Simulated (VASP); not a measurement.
In3GeO2, 6 atoms in the cell. The structure is orthorhombic, space group Cmmm (No. 65). The conventional cell has a = 5.793 Å, b = 14.034 Å, c = 3.066 Å, α = 90.00°, β = 90.00°, γ = 90.00°. Within 3.0 Å of In (site symmetry m2m) lie 4 O at 2.25 Å and 1 Ge at 2.73 Å. In (site symmetry mmm) has 2 In at 3.07 Å and 4 Ge at 3.28 Å and 4 O at 3.80 Å within 4.0 Å. Ge (site symmetry mmm) has 6 In at 2.73 to 3.28 Å and 2 Ge at 3.07 Å within 3.6 Å. O (site symmetry 2/m) has 4 In at 2.25 Å and 2 O at 2.90 Å within 3.0 Å. 

| Quantity | Value |
| --- | --- |
| Program | VASP 6.6.1 |
| Task | single point |
| Functional | PBE |
| Potentials or basis | VASP PAW PBE potentials, release 64 (In_d, Ge_d, O) |
| Cutoff | 520 eV |
| k mesh | 4 × 4 × 6 |
| Occupations | gaussian, width 0.1 eV |
| Spin | no spin polarisation |
| Dipole correction | no |
| Further INCAR settings | ALGO = Normal; EDIFF = 1e-07; NBANDS = 42 |

Potentials or basis: VASP PAW PBE potentials, release 64 (In_d, Ge_d, O).

Run with:

```console
$ cat potpaw_PBE.64/In_d/POTCAR potpaw_PBE.64/Ge_d/POTCAR potpaw_PBE.64/O/POTCAR > POTCAR
$ mpirun -np 1 vasp_std > vasp.out
```

Hardware: 1 thread of AMD EPYC 9R45 96-Core Processor (Zen 5), with other jobs on the host.

Question: Estimate the wall time of this run.

Answer: Run time: 120 s on 1 thread of AMD EPYC 9R45 96-Core Processor (Zen 5), on a shared host, peak memory 0.29 GiB. Counts: scf iterations 16, k points 28.
